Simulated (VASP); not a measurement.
## Ag: single point with PBE exchange alone

Ag:

```
Ag
1.0
     0.00000    1.88359    1.88359
     1.88359    0.00000    1.88359
     1.88359    1.88359    0.00000
Ag
1
Direct
  0.00000 0.00000 0.00000
```

```yaml
Program: VASP 6.6.1
Task: single point
Functional: PBE exchange alone
Potentials_or_basis: VASP PAW PBE potentials, release 64 (Ag)
Cutoff: 520 eV
k_mesh: 11 × 11 × 11
Occupations: methfessel-paxton, width 0.15 eV
Spin: non-collinear spin, zero start, spin-orbit coupling
Starting_moments: "[[0.0, 0.0, 0.0]] μB"
```

```yaml
Pressure: 89.2 GPa
Net_moment: 0.00 μB per cell
Valence_electrons_inside_the_program's_atomic_spheres: Ag 10.26
```

Moments on the atoms (μB; x, y, z):
```
Ag  0.00 0.00 0.00
```

Wall time 39 s on 1 thread of Intel(R) Xeon(R) Platinum 8488C (Sapphire Rapids) (shared host), peak memory 0.17 GiB.

Caveat: the cell stands under pressure.
